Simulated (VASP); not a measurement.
Cd4Se3S: single point with PBE

Cd4Se3S:

```
CELL_PARAMETERS angstrom
4.33651 0.00000 0.00000
0.00000 4.33651 0.00000
0.00000 0.00000 12.23262
ATOMIC_POSITIONS crystal
Cd 0.50000 0.00000 0.88435
Cd 0.00000 0.50000 0.11565
Cd 0.50000 0.00000 0.37166
Cd 0.00000 0.50000 0.62834
Se 0.50000 0.50000 0.24357
Se 0.00000 0.00000 0.50000
Se 0.50000 0.50000 0.75643
S 0.00000 0.00000 0.00000
```

```
Program             : VASP 6.6.1
Task                : single point
Functional          : PBE
Potentials or basis : VASP PAW PBE potentials, release 64 (Cd, Se, S)
Cutoff              : 520 eV
k mesh              : 4 × 4 × 2
Occupations         : gaussian, width 0.1 eV
Spin                : no spin polarisation
```

The pressure is 0.3 GPa. The largest force is 0.006 eV/Å and the band gap on the k mesh is 0.58 eV, direct.

Forces in eV/Å, atoms in the order of the input:
```
Cd   0.000  0.000 -0.006
Cd   0.000  0.000  0.006
Cd   0.000  0.000  0.002
Cd   0.000  0.000 -0.002
Se   0.000  0.000 -0.001
Se   0.000  0.000  0.000
Se   0.000  0.000  0.001
S    0.000  0.000  0.000
```

Stress tensor (GPa, compression positive):
```
0.37 0.00 0.00
0.00 0.37 0.00
0.00 0.00 0.24
```

Levels at points of the mesh, in eV from the valence-band top:
```
           k point  band 32  band 33  band 34  band 35  band 36  band 37  band 38  band 39  band 40  band 41
(0.00, 0.00, 0.00)    -0.84    -0.84    -0.04     0.00     0.00     0.58     3.18     3.21     3.31     3.77
(0.50, 0.00, 0.00)    -0.72    -0.69    -0.60    -0.59    -0.58     2.38     2.48     3.65     3.72     5.72
(0.50, 0.50, 0.00)    -2.01    -1.74    -1.70    -1.70    -1.64     3.20     3.39     3.80     3.80     4.86
(0.00, 0.00, 0.50)    -1.19    -0.40    -0.40    -0.21    -0.21     1.84     1.91     3.47     3.53     3.74
(0.50, 0.00, 0.50)    -1.24    -1.11    -0.59    -0.59    -0.59     2.96     3.01     3.02     3.15     5.84
(0.50, 0.50, 0.50)    -1.87    -1.85    -1.85    -1.81    -1.80     3.89     3.93     3.97     4.17     4.18
```

Wall time 67 s on 1 thread of Intel(R) Xeon(R) 6975P-C (Granite Rapids), on a shared host, peak memory 0.35 GiB.

As with any semilocal functional, this PBE gap is likely too small.
